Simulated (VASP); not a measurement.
# Pt (I4/mmm) in VASP: single point with PBEsol

Aim: the single point of Pt with PBEsol.

Everything below comes from runs of VASP 6.6.1. Logs are shortened: lines on timing, memory, paths and dates and some standing lists are left out, and cuts for length are marked.

## Step 1: The cell of the first run

It takes space group I4/mmm (No. 139, tetragonal). The conventional cell has a = 3.010 Å, b = 3.010 Å, c = 3.327 Å, α = 90.00°, β = 90.00°, γ = 90.00°. Pt (site symmetry 4/mmm) has 14 Pt at 2.70 to 3.33 Å within 3.6 Å.

## Step 2: Single point, PBEsol (strain -0.050 along x and y, +0.050 along z)

File INCAR:

```
PREC     = Accurate       # precision mode
ENCUT    = 520            # plane-wave cutoff, eV
EDIFF    = 1E-7           # SCF threshold, eV
ISMEAR   = 0              # smearing method
SIGMA    = 0.15           # smearing width, eV
LREAL    = False          # projectors in reciprocal space
LASPH    = True           # aspherical terms in the spheres
NELM     = 100            # most SCF steps
ALGO     = Normal         # electronic algorithm
ISIF     = 2              # what is computed and relaxed
LWAVE    = False          # write WAVECAR
LCHARG   = False          # write CHGCAR
GGA      = PS             # functional
NBANDS   = 11             # bands
```

File KPOINTS:

```
regular mesh
0
Gamma
  22 22 22
```

File POSCAR:

```
Pt
1.0
   -1.5050090000      1.5050090000      1.6634310000
    1.5050090000     -1.5050090000      1.6634310000
    1.5050090000      1.5050090000     -1.6634310000
Pt
1
Direct
    0.0000000000      0.0000000000      0.0000000000
```

Potentials or basis: VASP PAW PBE potentials, release 64 (Pt).

On the command line:

```bash
$ cat potpaw_PBE.64/Pt/POTCAR > POTCAR
$ mpirun -np 1 vasp_std > vasp.out
```

OUTCAR:

```text
PREC = Accurate
   ENCUT = 520
   EDIFF = 1E-7
   ISMEAR = 0
   LREAL = False
   LASPH = True
   NELM = 100
   ISIF = 2
   GGA = PS

 ion  position               nearest neighbor table
   1  0.000  0.000  0.000-

  LATTYP: Found a body centered tetragonal cell.
 ALAT       =     3.0100180000
 C/A-ratio  =     1.1052631579

  Lattice vectors:

 A1 = (  -1.5050090000,   1.5050090000,   1.6634310000)
 A2 = (   1.5050090000,  -1.5050090000,   1.6634310000)
 A3 = (   1.5050090000,   1.5050090000,  -1.6634310000)

Analysis of symmetry for initial positions (statically):
=====================================================================
 Subroutine PRICEL returns:
 Original cell was already a primitive cell.

 Routine SETGRP: Setting up the symmetry group for a
 body centered tetragonal supercell.

 Subroutine GETGRP returns: Found 16 space group operations
 (whereof 16 operations were pure point group operations)
 out of a pool of 16 trial point group operations.

The static configuration has the point symmetry D_4h.

Analysis of symmetry for dynamics (positions and initial velocities):
=====================================================================
 Subroutine PRICEL returns:
 Original cell was already a primitive cell.

 Routine SETGRP: Setting up the symmetry group for a
 body centered tetragonal supercell.

 Subroutine GETGRP returns: Found 16 space group operations
 (whereof 16 operations were pure point group operations)
 out of a pool of 16 trial point group operations.

The dynamic configuration has the point symmetry D_4h.

 Subroutine INISYM returns: Found 16 space group operations
 (whereof 16 operations are pure point group operations),
 and found     1 'primitive' translations

----------------------------------------------------------------------------------------

                                     Primitive cell

  volume of cell :      15.0710

  direct lattice vectors                    reciprocal lattice vectors
    -1.505009000  1.505009000  1.663431000     0.000000000  0.332223927  0.300583553
     1.505009000 -1.505009000  1.663431000     0.332223927  0.000000000  0.300583553
     1.505009000  1.505009000 -1.663431000     0.332223927  0.332223927  0.000000000

  length of vectors
     2.701315767  2.701315767  2.701315767     0.448021439  0.448021439  0.469835583

  position of ions in fractional coordinates (direct lattice)
     0.000000000  0.000000000  0.000000000

  ion indices of the primitive-cell ions
   primitive index   ion index
                 1           1

----------------------------------------------------------------------------------------

 KPOINTS: regular mesh

Automatic generation of k-mesh.
 Grid dimensions read from file:
 generate k-points for:   22   22   22

 Generating k-lattice:

  Cartesian coordinates                     Fractional coordinates (reciprocal lattice)
     0.000000000  0.015101088  0.013662889     0.045454545  0.000000000 -0.000000000
     0.015101088  0.000000000  0.013662889     0.000000000  0.045454545 -0.000000000
     0.015101088  0.015101088  0.000000000     0.000000000  0.000000000  0.045454545

  Length of vectors
     0.020364611  0.020364611  0.021356163

  Shift w.r.t. Gamma in fractional coordinates (k-lattice)
     0.000000000  0.000000000  0.000000000

 Subroutine IBZKPT returns following result:
 ===========================================

 Found    834 irreducible k-points:

 Following reciprocal coordinates:
            Coordinates               Weight
  0.000000  0.000000  0.000000      1.000000
  0.045455  0.000000  0.000000      8.000000
  0.090909  0.000000  0.000000      8.000000
  0.136364  0.000000  0.000000      8.000000
  0.181818 -0.000000  0.000000      8.000000
  0.227273  0.000000  0.000000      8.000000
[... 16 lines left out ...]
  0.500000  0.045455  0.000000     16.000000
 -0.454545  0.045455 -0.000000     16.000000
 [... further k-points ...]
   k-points           NKPTS =    834   k-points in BZ     NKDIM =    834   number of bands    NBANDS=     11
   number of dos      NEDOS =    301   number of ions     NIONS =      1
   total plane-waves  NPLWV =   8000
   dimension x,y,z NGX =    20 NGY =   20 NGZ =   20
   dimension x,y,z NGXF=    40 NGYF=   40 NGZF=   40
   ions per type =               1
   NGX,Y,Z   is equivalent  to a cutoff of  12.31, 12.31, 12.31 a.u.
   NGXF,Y,Z  is equivalent  to a cutoff of  24.62, 24.62, 24.62 a.u.
 SYSTEM =  unknown system
   PREC   = accura    normal or accurate (medium, high low for compatibility)
   ISTART =      0    job   : 0-new  1-cont  2-samecut
   ICHARG =      2    charge: 1-file 2-atom 10-const
   ISPIN  =      1    spin polarized calculation?
   LNONCOLLINEAR =      F non collinear calculations
   LSORBIT =      F    spin-orbit coupling
   LASPH  =      T    aspherical Exc in radial PAW
   ENCUT  =  520.0 eV  38.22 Ry    6.18 a.u.   5.02  5.02  5.02*2*pi/ulx,y,z
   NELM   =    100;   NELMIN=  2; NELMDL= -5     # of ELM steps
   EDIFF  = 0.1E-06   stopping-criterion for ELM
   LREAL  =      F    real-space projection
   EDIFFG = 0.1E-05   stopping-criterion for IOM
   NSW    =      0    number of steps for IOM
   IBRION =     -1    ionic relax: 0-MD 1-quasi-New 2-CG
   NFREE  =      0    steps in history (QN), initial steepest desc. (CG)
   ISIF   =      2    stress and relaxation
   ISYM   =      2    0-nonsym 1-usesym 2-fastsym
   POTIM  = 0.5000    time-step for ionic-motion
   TEBEG  =    0.0;   TEEND  =   0.0 temperature during run
   PSTRESS=    0.0 pullay stress
   NELECT =      10.0000    total number of electrons
   NUPDOWN=      -1.0000    fix difference up-down
   EMIN   =  10.00;   EMAX   =-10.00  energy-range for DOS
   EFERMI =   0.00;   METHOD = LEGACY
   ISMEAR =     0;   SIGMA  =   0.15  broadening in eV -4-tet -1-fermi 0-gaus
   EFERMI_NEDOS =   21; number of points for ismear=-14 and -15
   IALGO  =     38    algorithm
   IMIX   =      4    mixing-type and parameters
     AMIX     =   0.40;   BMIX     =  1.00
     AMIX_MAG =   1.60;   BMIX_MAG =  1.00
  volume/ion in A,a.u.               =      15.07       101.70
  Fermi-wavevector in a.u.,A,eV,Ry     =   1.427887  2.698315 27.740392  2.038861
  Thomas-Fermi vector in A             =   2.548008
   LORBIT       =      0    0 simple, 1 ext, 2 COOP (PROOUT), +10 PAW based schemes
   GGA     = PS    functional components
   LHFCALC =     F    Hartree Fock is set to
   AEXX    =    0.0000 exact exchange contribution
   IVDW    =     0    specifies the selected vdW correction
   LEPSILON=     F    determine dielectric tensor
   LRPA    =     F    only Hartree local field effects (RPA)
 non-spin polarized calculation
 Gauss-broadening in eV      SIGMA  =   0.15
  energy-cutoff  :      520.00
  volume of cell :       15.07
 maximum number of plane-waves:       424
   NGX = 11   NGY = 11   NGZ = 11

 number of electron      10.0000000 magnetization

 number of electron       9.9999998 magnetization

 Free energy of the ion-electron system (eV)
  ---------------------------------------------------
  ext. energy  EPLUGINS =         0.00000000
  ---------------------------------------------------
  free energy    TOTEN  =        -6.88213318 eV

  energy without entropy =       -6.87010060  energy(sigma->0) =       -6.87611689

 E-fermi :  10.9053     XC(G=0): -13.6258

 val. band max:       10.9051596026   @ k =  -0.1818  -0.3182   0.1364
 cond. band min:      10.9086071412   @ k =   0.1818   0.1818   0.0000
 fundamental gap:      0.0034475386
 Fermi energy:        10.9052556654

 k-point     1 :       0.0000    0.0000    0.0000
  band No.  band energies     occupation
      1       0.8159      2.00000
      2       6.9238      2.00000
      3       6.9238      2.00000
      4       7.7704      2.00000
      5       9.1741      2.00000
      6      10.2110      2.00000
      7      26.8282      0.00000
      8      28.6500      0.00000
      9      28.6500      0.00000
     10      36.2557      0.00000
     11      37.5857      0.00000

 k-point     2 :       0.0455    0.0000    0.0000
  band No.  band energies     occupation
      1       0.9019      2.00000
      2       6.9265      2.00000
      3       6.9482      2.00000
      4       7.7815      2.00000
      5       9.1493      2.00000
      6      10.1866      2.00000
      7      26.9363      0.00000
      8      28.6569      0.00000
      9      28.7775      0.00000
     10      35.2786      0.00000
     11      38.2538      0.00000

 k-point     3 :       0.0909    0.0000    0.0000
  band No.  band energies     occupation
      1       1.1550      2.00000
      2       6.9305      2.00000
      3       6.9858      2.00000
      4       7.8521      2.00000
      5       9.0845      2.00000
      6      10.1246      2.00000
      7      27.2223      0.00000
      8      28.5898      0.00000
      9      29.1540      0.00000
     10      34.1387      0.00000
     11      36.8235      0.00000

 k-point     4 :       0.1364    0.0000    0.0000
  band No.  band energies     occupation
      1       1.5586      2.00000
      2       6.9288      2.00000
      3       6.9599      2.00000
      4       8.0635      2.00000
      5       9.0070      2.00000
      6      10.0501      2.00000
      7      27.5583      0.00000
      8      28.2026      0.00000
      9      29.7623      0.00000
     10      33.5168      0.00000
     11      35.2877      0.00000
[... 239 lines left out ...]
 k-point    22 :       0.4545    0.0455   -0.0000
  band No.  band energies     occupation
      1       3.8505      2.00000
      2       5.9808      2.00000
      3       8.9552      2.00000
      4       9.8657      2.00000
      5      10.7323      1.89712
      6      12.2335      0.00000
      7      17.4174      0.00000
      8      24.6014      0.00000
      9      27.7557      0.00000
     10      33.8392      0.00000
     11      36.9516      0.00000

 k-point    23 :       0.5000    0.0455    0.0000
  band No.  band energies     occupation
      1       3.8496      2.00000
      2       5.9773      2.00000
      3       8.8999      2.00000
      4      10.0117      2.00000
      5      10.7051      1.94081
      6      12.2266      0.00000
      7      17.3599      0.00000
      8      24.5868      0.00000
      9      27.7744      0.00000
     10      33.7283      0.00000
     11      37.0466      0.00000

 k-point    24 :      -0.4545    0.0455   -0.0000
  band No.  band energies     occupation
      1       3.8564      2.00000
      2       6.0224      2.00000
      3       8.8006      2.00000
      4       9.7692      2.00000
      5      10.4451      1.99999
      6      11.8542      0.00000
      7      18.2742      0.00000
      8      24.7786      0.00000
      9      28.2617      0.00000
     10      33.8708      0.00000
     11      36.5914      0.00000

 [... further k-points ...]
[... 5 lines left out ...]
  --------------------------------------------------------------------------------------
  -------------------------------------------------------------------------------------
  Total       -0.0698082     -0.0698082      0.5932449      0.0000000      0.0000000      0.0000000
  in kB       -7.4211940     -7.4211940     63.0669200      0.0000000      0.0000000      0.0000000
  external PRESSURE =      16.0748440 kB  Pullay stress =       0.0000000 kB

 VOLUME and BASIS-vectors are now :
 -----------------------------------------------------------------------------
  energy-cutoff  :      520.00
  volume of cell :       15.07
      direct lattice vectors                 reciprocal lattice vectors
    -1.505009000  1.505009000  1.663431000     0.000000000  0.332223927  0.300583553
     1.505009000 -1.505009000  1.663431000     0.332223927  0.000000000  0.300583553
     1.505009000  1.505009000 -1.663431000     0.332223927  0.332223927  0.000000000

 POSITION                                       TOTAL-FORCE (eV/Angst)
 -----------------------------------------------------------------------------------
      0.00000      0.00000      0.00000        -0.000000      0.000000      0.000000
 -----------------------------------------------------------------------------------
    total drift:                                0.000000     -0.000000      0.000000

  FREE ENERGIE OF THE ION-ELECTRON SYSTEM (eV)
  ---------------------------------------------------
  free  energy   TOTEN  =        -6.8821331768 eV

  energy  without entropy=       -6.8701005985  energy(sigma->0) =       -6.87611689
```

It took 36 s on 1 thread of Intel Xeon 6975P-C (Granite Rapids), shared host; peak memory 0.25 GiB.

Results:

| Item | Value |
| --- | --- |
| Free energy | -6.8821 eV |
| Pressure | 1.6 GPa |
| Band gap on the k mesh | zero (band 5 reaches 12.11 eV, above the bottom of band 6 at 9.87 eV) |

Stress tensor (GPa, compression positive):
```
-0.74  0.00  0.00
 0.00 -0.74  0.00
 0.00  0.00  6.31
```

Caveat: the cell differs from its parent crystal (strain -0.050 along x and y, +0.050 along z); the PAW data sets were made with another functional, which shifts forces and pressure a little; spin-orbit coupling is left out, which moves the levels of the heavy elements.
